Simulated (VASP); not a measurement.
Set up this calculation in VASP 6.6.1, as the native input.

* Task: single point
* Functional: revPBE
* Potentials or basis: VASP PAW PBE potentials, release 64 (Te, Mo_sv)
* Cutoff: 520 eV
* k mesh: 8 × 8 × 2
* Occupations: fermi-dirac, width 0.2 eV
* Spin: no spin polarisation
* Dipole correction: no
* Further INCAR settings: ALGO = Normal; EDIFF = 1e-06; NBANDS = 35

The structure of Te2Mo lies in POSCAR:

```
Te2Mo
1.0
    3.5758856625      0.0000000000      0.0000000000
   -1.7879428313      3.0968072398      0.0000000000
    0.0000000000      0.0000000000     14.2027161316
Te Mo
4 2
Direct
    0.3333333333      0.6666666667      0.6210000000
    0.6666666667      0.3333333333      0.1210000000
    0.3333333333      0.6666666667      0.8790000000
    0.6666666667      0.3333333333      0.3790000000
    0.3333333333      0.6666666667      0.2500000000
    0.6666666667      0.3333333333      0.7500000000
```

The input as run:

INCAR

```
PREC = Accurate ; ENCUT = 520
EDIFF = 1E-6 ; ISMEAR = -1
SIGMA = 0.2 ; LREAL = False
LASPH = True ; NELM = 80
ALGO = Normal ; ISIF = 2
LWAVE = False ; LCHARG = False
GGA = RE ; NBANDS = 35
```

KPOINTS

```
Automatic mesh
0
Gamma
  8 8 2
```

Potentials or basis: VASP PAW PBE potentials, release 64 (Te, Mo_sv).

Launch:

```sh
$ cat potpaw_PBE.64/Te/POTCAR potpaw_PBE.64/Mo_sv/POTCAR > POTCAR
$ mpirun -np 1 vasp_std > vasp.out
```

Results of the run:

The pressure is -0.3 GPa. The largest force is 0.370 eV/Å. The band gap on the k mesh is 0.83 eV, indirect (least direct gap 1.13 eV).

Caveat: the PAW data sets were made with another functional, which shifts forces and pressure a little; spin-orbit coupling is left out, which moves the levels of the heavy elements; this functional lacks dispersion, which binds the layers, so the pressure and a relaxed spacing across them are unreliable.

It took 2.7 min on 1 thread of AMD EPYC 7R43 64-Core Processor (Zen 3), with other jobs on the host, peak memory 0.3 GiB.
